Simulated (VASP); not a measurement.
Wanted: the native input for a VASP 6.6.1 run.

```
Task                   : relaxation of cell and atoms
Functional             : PBE
Potentials or basis    : VASP PAW PBE potentials, release 64 (Co, Si)
Cutoff                 : 600 eV
k mesh                 : 14 × 14 × 14
Occupations            : fermi-dirac, width 0.05 eV
Spin                   : no spin polarisation
Target pressure        : -0.00054 GPa
Dipole correction      : no
Further INCAR settings : ALGO = Normal; EDIFF = 1e-06; IBRION = 2; EDIFFG = -0.005; NSW = 32; ISIF = 3
```

The structure of CoSi (CsCl type) lies in POSCAR:

```
CoSi
1.0
    2.7799185627      0.0000000000      0.0000000000
    0.0000000000      2.7799185627      0.0000000000
    0.0000000000      0.0000000000      2.7799185627
Co Si
1 1
Direct
    0.0000000000      0.0000000000      0.0000000000
    0.5000000000      0.5000000000      0.5000000000
```

The input as run:

INCAR

```
SYSTEM = CoSi
  ALGO = Normal
  EDIFF = 1E-6
  EDIFFG = -0.005
  ENCUT = 600
  GGA = PE
  IBRION = 2
  ISIF = 3
  ISMEAR = -1
  LASPH = .TRUE.
  LCHARG = .FALSE.
  LREAL = .FALSE.
  LWAVE = .FALSE.
  NELM = 80
  NSW = 32
  PREC = Accurate
  PSTRESS = -0.0054
  SIGMA = 0.05
```

KPOINTS

```
k-points
0
G
  14 14 14
  0 0 0
```

Potentials or basis: VASP PAW PBE potentials, release 64 (Co, Si).

Run with:

```sh
$ cat potpaw_PBE.64/Co/POTCAR potpaw_PBE.64/Si/POTCAR > POTCAR
$ mpirun -np 1 vasp_std > vasp.out
```

Results of the run:

```yaml
Relaxed_volume: 10.73 Å³/atom
Relaxed_cell: a = 2.779 Å, b = 2.779 Å, c = 2.779 Å, α = 90.00°, β = 90.00°, γ = 90.00°
Space_group_after_relaxing_to_0.05_Å: Pm-3m (No. 221)
Energy_change_on_relaxing_the_enthalpy_is_what_falls: -0.0 meV/atom
Ionic_steps: 3
Pressure_after_relaxing: 0.0 GPa
```

Caveat: the cell is relaxed towards a set pressure, so the enthalpy falls and the energy may rise.

Run time: 15 s on 1 thread of Intel(R) Xeon(R) 6975P-C (Granite Rapids), on a shared host, peak memory 0.17 GiB.
